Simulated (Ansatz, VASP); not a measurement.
One calculation of Al5Ga2N8, two programs

```
Al Ga N
1.0
    -4.40699    4.40699    0.00000
     0.00000    4.40699   -4.40699
    -4.40699    0.00000   -4.40699
Al Ga N
5 2 8
Cartesian
  -2.2035 2.2035 0.0000
  -2.2639 4.4070 -2.2035
  -2.1431 0.0000 -2.2035
  -4.4070 2.2639 -2.2035
  0.0000 2.1431 -2.2035
  -4.4070 4.4070 -4.4329
  0.0000 0.0000 0.0259
  -5.5188 3.2952 -3.3081
  -1.0360 3.3710 -3.1433
  -5.4430 5.4430 -5.6707
  -1.1118 1.1118 -1.0989
  -3.3710 3.3710 -5.6707
  -3.2952 3.2952 -1.0989
  -3.2952 5.5188 -3.3081
  -3.3710 1.0360 -3.1433
```

Change from the starting cell: Al vacancy, atoms relaxed.

Alike in both runs: functional PBEsol; k mesh 4 × 4 × 4; occupations gaussian, width 0.05 eV; no spin polarisation.

Ansatz relaxed the structure, and its values are those at the end. VASP's run is a single point on that final structure, the one shown.

```csv
,VASP,Ansatz
version,VASP 6.6.1,Ansatz 0.2.0
potentials or method,"VASP PAW PBE potentials, release 64 (Al, Ga_d, N), cutoff 520 eV","scalar-relativistic, plane waves, PAW"
valence electrons in the cell,81,81
```

Ansatz gave:

* gap on the k mesh at the Fermi level (eV): none
* pressure (GPa): 2.2
* rms of the force components (eV/Å): 0.003

Task: What did VASP give for the same quantities?

Result: gap on the k mesh at the Fermi level (eV): none; pressure (GPa): 2.1; rms of the force components (eV/Å): 0.007.

VASP's potentials were made for PBE, not for PBEsol. A gap of «none» marks a metal or a gap that the smearing closes. Ansatz's warnings: stress scf threshold loose.
